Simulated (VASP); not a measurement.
## AlOs: single point with LDA

Crystal: AlOs.

```xyz
2
Lattice="2.9979 0.0000 0.0000 0.0000 2.9979 0.0000 0.0000 0.0000 2.9979" Properties=species:S:1:pos:R:3 pbc="T T T"
Al    0.0000    0.0000    0.0000
Os    1.4990    1.4990    1.4990
```

```json
{"Program": "VASP 6.6.1", "Task": "single point", "Functional": "LDA", "Potentials or basis": "VASP PAW LDA potentials, release 64 (Al, Os)", "Cutoff": "520 eV", "k mesh": "10 × 10 × 10", "Occupations": "fermi-dirac, width 0.05 eV", "Spin": "no spin polarisation"}
```

```json
{"Pressure": "-5.5 GPa"}
```

Levels at points of the mesh, in eV from the Fermi level:
```
           k point  band 3  band 4  band 5  band 6  band 7  band 8  band 9  band 10
(0.00, 0.00, 0.00)   -4.21    0.37    0.37    0.37    5.57    5.57    5.57    11.55
(0.50, 0.00, 0.00)   -3.33   -1.87   -1.87    0.71    2.52    7.11   10.53    10.53
(0.50, 0.50, 0.00)   -1.83   -1.83   -1.34   -1.34    2.09    4.39    7.20    10.11
(0.50, 0.50, 0.50)   -5.25    2.12    2.22    2.22    3.55    3.55    3.55     8.60
```

Wall time 4 s on 1 thread of Intel(R) Xeon(R) 6975P-C (Granite Rapids), on a shared host, peak memory 0.14 GiB.

Caveat: spin-orbit coupling is left out, which moves the levels of the heavy elements.
